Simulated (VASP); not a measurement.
A run of VASP 6.6.1:

File INCAR:

```
ALGO     = Normal         # electronic algorithm
DIPOL    = 0.5 0.5 0.305
EDIFF    = 1E-6           # SCF threshold, eV
ENCUT    = 520            # plane-wave cutoff, eV
GGA      = PE             # functional
IDIPOL   = 3            
ISIF     = 2              # what is computed and relaxed
ISMEAR   = 0              # smearing method
LASPH    = True           # aspherical terms in the spheres
LCHARG   = True           # write CHGCAR
LDIPOL   = True         
LELF     = True           # ELF
LREAL    = Auto         
LVACPOTAV= True         
LVHAR    = True         
LWAVE    = False          # write WAVECAR
NBANDS   = 40             # bands
NELM     = 60             # most SCF steps
PREC     = Accurate       # precision mode
SIGMA    = 0.1            # smearing width, eV
```

File KPOINTS:

```
k-points
0
Gamma
  5 4 1
```

POSCAR

```
Al8H
1.0
    5.7135165837      0.0000000000      0.0000000000
    0.0000000000      8.0801326415      0.0000000000
    0.0000000000      0.0000000000     22.2432786975
Al H
16 2
Direct
    0.2500000000      0.2500000000      0.1798296040
    0.2500000000      0.7500000000      0.1798296040
    0.7500000000      0.2500000000      0.1798296040
    0.7500000000      0.7500000000      0.1798296040
    0.0000000000      0.0000000000      0.2440458181
    0.0000000000      0.5000000000      0.2440458181
    0.5000000000      0.0000000000      0.2440458181
    0.5000000000      0.5000000000      0.2440458181
    0.2500000000      0.2500000000      0.3102598702
    0.2500000000      0.7500000000      0.3102598702
    0.7500000000      0.2500000000      0.3102598702
    0.7500000000      0.7500000000      0.3102598702
    0.0000000000      0.0000000000      0.3705963860
    0.0000000000      0.5000000000      0.3705963860
    0.5000000000      0.0000000000      0.3705963860
    0.5000000000      0.5000000000      0.3705963860
    0.2500000000      0.2097778880      0.5324430296
    0.2500000000      0.2902221120      0.5324430296
```

Potentials or basis: VASP PAW PBE potentials, release 64 (Al, H).

Run with:

```console
$ cat potpaw_PBE.64/Al/POTCAR potpaw_PBE.64/H/POTCAR > POTCAR
$ mpirun -np 1 vasp_std > vasp.out
```

Hardware: 1 thread of Intel Xeon 8259CL, with other jobs on the host.

Question: Estimate the wall time of this run.

Answer: Run time: 23 min on 1 thread of Intel Xeon 8259CL, with other jobs on the host, peak memory 0.9 GiB. Counts: scf iterations 25, k points 9.
